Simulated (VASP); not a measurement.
Runs of VASP 6.6.1 on KBr. The structure is that of space group Fm-3m (No. 225), or close to it. The cells are those of the table. 

```csv
cell,gap on the mesh (eV),pressure (GPa)
"a = 4.774, b = 4.774, c = 4.656 Å, angles 60.8, 60.8, 58.4°, 2 atoms",4.95,-0.5
"a = 4.598, b = 4.598, c = 4.540 Å, angles 60.4, 60.4, 59.2°, 2 atoms",5.24,1.2
"a = 4.482, b = 4.482, c = 4.423 Å, angles 60.4, 60.4, 59.1°, 2 atoms",5.49,3.2
"a = 4.889 Å, angles 60.0°, 2 atoms",4.72,-1.6
"a = 4.423 Å, angles 60.0°, 2 atoms",5.59,4.0
"a = 4.482, b = 4.482, c = 4.540 Å, angles 59.6, 59.6, 60.9°, 2 atoms",(a),(b)
"a = 4.541, b = 4.541, c = 4.423 Å, angles 60.9, 60.9, 58.3°, 2 atoms",5.38,2.6
```

Alike in all rows: task single point; level r2SCAN; potentials or basis VASP PAW PBE potentials, release 64 (K_sv, Br); no spin polarisation; k mesh 6 × 6 × 6; cutoff (eV) 520; smearing gaussian 0.05 eV.

Fill in the values left out.

(a) 5.39; (b) 2.5.

Caveats: the PAW data sets were made with another functional, which shifts forces and pressure a little.

A k mesh can miss the band edges, and the runs leave out spin-orbit coupling on Br.
